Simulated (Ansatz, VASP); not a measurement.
Two plane-wave programs on WS2

Contents of INCAR:

```
SYSTEM = WS2
PREC = Accurate
ENCUT = 520
EDIFF = 1E-7
ISMEAR = 0
SIGMA = 0.05
LREAL = .FALSE.
LASPH = .TRUE.
NELM = 100
ALGO = Normal
ISIF = 2
LWAVE = .FALSE.
LCHARG = .FALSE.
LDIPOL = .TRUE.
IDIPOL = 3
DIPOL = 0.5 0.5 0.398
GGA = PE
IVDW = 12
NBANDS = 35
```

The input KPOINTS:

```
Automatic mesh
0
G
  9 9 1
  0 0 0
```

The input POSCAR:

```
WS2
1.0
    3.1595456749      0.0000000000      0.0000000000
   -1.5797728375      2.7362468188      0.0000000000
    0.0000000000      0.0000000000     23.8042574588
S W
4 2
Direct
    0.3333333333      0.6666666667      0.1890418135
    0.3333333333      0.6666666667      0.3214605094
    0.5000000000      1.3333333333      0.4743743319
    0.5000000000      1.3333333333      0.6067930278
    0.6666666667      0.3333333333      0.2552511583
    0.8333333333      1.0000000000      0.5405836767
```

Input for Ansatz:

```yaml
crystal:
  lattice:
    - [3.1595456749, 0.0, 0.0]
    - [-1.5797728375, 2.7362468188, 0.0]
    - [0.0, 0.0, 23.8042574588]
  atoms:
    - { symbol: S, position: [0.3333333333, 0.6666666667, 0.1890418135] }
    - { symbol: W, position: [0.6666666667, 0.3333333333, 0.2552511583] }
    - { symbol: S, position: [0.3333333333, 0.6666666667, 0.3214605094] }
    - { symbol: S, position: [0.5, 1.3333333333, 0.4743743319] }
    - { symbol: W, position: [0.8333333333, 1.0, 0.5405836767] }
    - { symbol: S, position: [0.5, 1.3333333333, 0.6067930278] }
basis:
  ecutwfc: 420
kpoints:
  mp_grid: { grid: [9, 9, 1] }
hamiltonian:
  xc: pbe
  pseudopotentials: { kind: paw, azcp: { folder: soft_1 } }
  dispersion: d3bj
scf:
  occupations: { method: gaussian, width: 0.05 }
output:
  forces: true
  eigenvalues: true
efield:
  axis: 3
  dipole_correction: true
  ramp_width: 0.04
```

Alike in both runs: task single point; functional PBE; dispersion D3(BJ); k mesh 9 × 9 × 1; occupations gaussian, width 0.05 eV; no spin polarisation.

```csv
,VASP,Ansatz
version,VASP 6.6.1,Ansatz 0.2.0
potentials or method,"VASP PAW PBE potentials, release 64 (S, W_sv), cutoff 520 eV","scalar-relativistic, plane waves, PAW"
valence electrons in the cell,52,52
```

```csv
,VASP,Ansatz,Ansatz less VASP
gap on the k mesh at the Fermi level (eV),1.81,1.80,-0.014
least direct gap on the mesh (eV),1.91,1.91,-0.003
rms of the force components (eV/Å),0.027,0.027,-0.0005
```

Neither program's run includes spin-orbit coupling.
